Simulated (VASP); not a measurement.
**Ca: relaxation of cell and atoms with LDA**

Ca:

```
Ca
1.0
     0.00000    2.26693    2.26693
     2.26693    0.00000    2.26693
     2.26693    2.26693    0.00000
Ca
1
Direct
  0.00000 0.00000 0.00000
```

```yaml
Program: VASP 6.6.1
Task: relaxation of cell and atoms
Functional: LDA
Potentials_or_basis: VASP PAW LDA potentials, release 64 (Ca_sv)
Cutoff: 600 eV
k_mesh: 15 × 15 × 15
Occupations: fermi-dirac, width 0.08 eV
Spin: no spin polarisation
Target_pressure: 20 GPa
Dipole_correction: no
Further_INCAR_settings: ALGO = Normal; EDIFF = 1e-06; IBRION = 2; EDIFFG = -0.005; NSW = 32; ISIF = 3
```

```yaml
Relaxed_volume: 23.32 Å³/atom
Relaxed_cell: a = 3.207 Å, b = 3.207 Å, c = 3.207 Å, α = 60.00°, β = 60.00°, γ = 60.00°
Space_group_after_relaxing_to_0.05_Å: Fm-3m (No. 225)
Energy_change_on_relaxing_the_enthalpy_is_what_falls: -3.2 meV/atom
Ionic_steps: 2
Pressure_after_relaxing: 20.0 GPa
Band_gap_on_the_k_mesh: zero (band 5 reaches 4.72 eV, above the bottom of band 6 at 4.53 eV)
```

The path:
| step | energy change (eV) | largest force (eV/Å) | pressure (GPa) | volume (Å³) |
| --- | --- | --- | --- | --- |
| 1 | 0.0000 | 0.0000 | 20.05 | 23.30 |
| 2 | -0.0032 | 0.0000 | 20.00 | 23.32 |

Final structure:
```
Ca
1.0
     0.00000    2.26775    2.26775
     2.26775    0.00000    2.26775
     2.26775    2.26775    0.00000
Ca
1
Direct
  0.00000 0.00000 0.00000
```

Levels at points of the mesh, in eV from the Fermi level:
```csv
k point,band 2,band 3,band 4,band 5,band 6,band 7,band 8,band 9
"(0.00, 0.00, 0.00)",-21.27,-21.27,-21.27,-4.73,2.93,2.93,2.93,5.01
```

Wall time 21 s on 1 thread of Intel(R) Xeon(R) 6975P-C (Granite Rapids) (shared host), peak memory 0.16 GiB.

Caveat: the cell is relaxed towards a set pressure, so the enthalpy falls and the energy may rise.
